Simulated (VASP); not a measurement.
Runs of VASP 6.6.1 on KSb2O5. The structure is that of space group P6/mmm (No. 191), or close to it. The cells are those of the table. The cell was built from a structure type or drawn by symmetry, and may not be a known phase.

```csv
task,cell,k mesh,cutoff (eV),gap on the mesh (eV),pressure (GPa),relaxed volume (Å³/atom)
relaxation of cell and atoms,"relaxed from a = 6.728, b = 6.728, c = 3.887 Å, angles 90.0, 90.0, 120.0°, 8 atoms",3 × 3 × 4,600,none,0.0,20.32
single point,"a = 6.728, b = 6.728, c = 3.887 Å, angles 90.0, 90.0, 120.0°, 8 atoms",3 × 3 × 4,520,none,7.2,-
single point,"a = 6.848, b = 6.848, c = 4.009 Å, angles 90.0, 90.0, 120.0°, 8 atoms",6 × 6 × 10,520,none,-0.1,-
relaxation of cell and atoms,"relaxed from a = 6.843, b = 6.843, c = 4.013 Å, angles 90.0, 90.0, 120.0°, 8 atoms",6 × 6 × 10,600,none,0.0,(a)
single point,"a = 6.843, b = 6.843, c = 4.013 Å, angles 90.0, 90.0, 120.0°, 8 atoms",3 × 3 × 4,520,none,0.0,-
```

Alike in all rows: level PBE; potentials or basis VASP PAW PBE potentials, release 64 (K_sv, Sb, O); no spin polarisation; smearing gaussian 0.1 eV.

Question: Fill in the values left out.

Answer: (a) 20.31.

Caveats: some runs use coarse meshes; spin-orbit coupling is left out, which moves the levels of the heavy elements; an odd number of electrons without spin polarisation forces a metal; a magnetic or distorted state may lie lower.

A k mesh can miss the band edges, and the runs leave out spin-orbit coupling on Sb.

A gap of «none» marks levels without a gap at the run's occupations.
